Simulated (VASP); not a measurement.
The system is Si.

```xyz
2
Lattice="0.0000 2.7219 2.7219 2.7219 0.0000 2.7219 2.7219 2.7219 0.0000" Properties=species:S:1:pos:R:3 pbc="T T T"
Si    2.7219    2.7219    2.7219
Si    4.0828    4.0828    4.0828
```

| Item | Value |
| --- | --- |
| Program | VASP 6.6.1 |
| Task | relaxation of cell and atoms |
| Functional | LDA |
| Potentials or basis | VASP PAW LDA potentials, release 64 (Si) |
| Cutoff | 600 eV |
| k mesh | 8 × 8 × 8 |
| Occupations | fermi-dirac, width 0.05 eV |
| Spin | no spin polarisation |

At the start: pressure -2.1 GPa; volume 20.16 Å³/atom.

Problem. How do energy, volume and symmetry change on relaxing?

Solution. Over 3 steps the energy falls by 3.0 meV/atom and the volume is 19.72 Å³/atom (-2.2 %); space group Fd-3m (No. 227, to 0.05 Å).

The path:
| step | energy change (eV) | largest force (eV/Å) | pressure (GPa) | volume (Å³) |
| --- | --- | --- | --- | --- |
| 1 | 0.0000 | 0.0000 | -2.07 | 40.33 |
| 2 | -0.0030 | 0.0000 | 1.55 | 38.83 |
| 3 | -0.0059 | 0.0000 | 0.00 | 39.44 |

Final structure:
```xyz
2
Lattice="0.0000 2.7016 2.7016 2.7016 0.0000 2.7016 2.7016 2.7016 0.0000" Properties=species:S:1:pos:R:3 pbc="T T T"
Si    2.7016    2.7016    2.7016
Si    4.0524    4.0524    4.0524
```
